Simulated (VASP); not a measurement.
Set up this calculation in VASP 6.6.1, as the native input.

```yaml
Task: single point
Functional: r2SCAN
Potentials_or_basis: VASP PAW PBE potentials, release 64 (Ni)
Cutoff: 520 eV
k_mesh: 11 × 11 × 11
Occupations: fermi-dirac, width 0.1 eV
Spin: non-collinear spin, zero start, spin-orbit coupling
Starting_moments: "[[0.0, 0.0, 0.0], [0.0, 0.0, 0.0]] μB"
Dipole_correction: no
Further_INCAR_settings: ALGO = Normal; EDIFF = 1e-06; NBANDS = 32
```

The system is Ni.

```
CELL_PARAMETERS angstrom
0.00000 2.50720 2.50720
2.50720 0.00000 2.50720
2.50720 2.50720 0.00000
ATOMIC_POSITIONS crystal
Ni 0.12500 0.12500 0.12500
Ni 0.87500 0.87500 0.87500
```

These files were run (other wordings do the same):

POSCAR

```
Ni
1.0
    0.0000000000      2.5072019934      2.5072019934
    2.5072019934      0.0000000000      2.5072019934
    2.5072019934      2.5072019934      0.0000000000
Ni
2
Direct
    0.1250000000      0.1250000000      0.1250000000
    0.8750000000      0.8750000000      0.8750000000
```

INCAR.step1

```
PREC     = Accurate       # precision mode
ENCUT    = 520            # plane-wave cutoff, eV
ISMEAR   = -1             # smearing method
SIGMA    = 0.1            # smearing width, eV
LREAL    = F              # projectors in reciprocal space
LASPH    = T              # aspherical terms in the spheres
NELM     = 150            # most SCF steps
LNONCOLLINEAR= T              # non-collinear magnetism
MAGMOM   = 0 0 0 0 0 0    # initial moments
LSORBIT  = T              # spin-orbit coupling
GGA_COMPAT= F            
LMAXMIX  = 4              # l up to which the mixer works
NBANDS   = 32             # bands
GGA      = PE             # functional
ALGO     = Normal         # electronic algorithm
EDIFF    = 1E-4           # SCF threshold, eV
LWAVE    = T              # write WAVECAR
LCHARG   = F              # write CHGCAR
```

INCAR.step2

```
PREC     = Accurate       # precision mode
ENCUT    = 520            # plane-wave cutoff, eV
EDIFF    = 1E-6           # SCF threshold, eV
ISMEAR   = -1             # smearing method
SIGMA    = 0.1            # smearing width, eV
LREAL    = F              # projectors in reciprocal space
LASPH    = T              # aspherical terms in the spheres
NELM     = 150            # most SCF steps
ALGO     = Normal         # electronic algorithm
ISIF     = 2              # what is computed and relaxed
LWAVE    = F              # write WAVECAR
LCHARG   = T              # write CHGCAR
LNONCOLLINEAR= T              # non-collinear magnetism
MAGMOM   = 0 0 0 0 0 0    # initial moments
LORBIT   = 11             # projections on sites
LSORBIT  = T              # spin-orbit coupling
GGA_COMPAT= F            
LORBMOM  = T            
LMAXMIX  = 4              # l up to which the mixer works
METAGGA  = R2SCAN         # meta-GGA
LMIXTAU  = T            
LVHAR    = T            
NBANDS   = 32             # bands
ISTART   = 1
```

KPOINTS

```
Automatic mesh
0
Gamma
  11 11 11
```

Potentials or basis: VASP PAW PBE potentials, release 64 (Ni).

The run is started by

```console
$ cat potpaw_PBE.64/Ni/POTCAR > POTCAR
$ cp INCAR.step1 INCAR
$ mpirun -np 1 vasp_ncl > vasp.out
$ cp INCAR.step2 INCAR
$ mpirun -np 1 vasp_ncl > vasp.out
```

It gave:

The pressure is 0.2 GPa, the net moment is 0.00 μB per cell and the valence electrons inside the program's atomic spheres are Ni 9.33.

Caveat: the PAW data sets were made with another functional, which shifts forces and pressure a little.

Wall time 8.4 min on 1 thread of Intel(R) Xeon(R) Platinum 8488C (Sapphire Rapids) (shared host), peak memory 0.33 GiB.
